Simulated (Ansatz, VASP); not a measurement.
**B4PdRu2 in VASP and in Ansatz**

```
B Ru Pd
1.0
     2.89408    0.00000    0.00000
    -1.44704    2.50635    0.00000
     0.00000    0.00000    9.60981
B Ru Pd
4 2 1
Direct
  0.33333 0.66667 0.54233
  0.66667 0.33333 0.61061
  0.66667 0.33333 0.15319
  0.33333 0.66667 0.23312
  0.66667 0.33333 0.38334
  0.33333 0.66667 0.01509
  0.00000 0.00000 0.76530
```

Alike in both runs: functional PBE; k mesh 12 × 12 × 4; occupations gaussian, width 0.1 eV; no spin polarisation.

Ansatz relaxed the structure, and its values are those at the end. VASP's run is a single point on that final structure, the one shown.

```csv
,VASP,Ansatz
version,VASP 6.6.1,Ansatz 0.2.0
potentials or method,"VASP PAW PBE potentials, release 64 (B, Ru_pv, Pd), cutoff 520 eV","scalar-relativistic, plane waves, PAW"
valence electrons in the cell,50,62
```

|  | VASP | Ansatz | Ansatz less VASP |
| --- | --- | --- | --- |
| gap on the k mesh at the Fermi level (eV) | none | none | - |
| pressure (GPa) | 0.0 | 0.0 | -0.03 |
| rms of the force components (eV/Å) | 0.010 | 0.001 | -0.0090 |

A gap of «none» marks a metal or a gap that the smearing closes. VASP's potentials hold 50 valence electrons a cell and Ansatz's 62, so a difference there can come from the potentials and not from the codes.
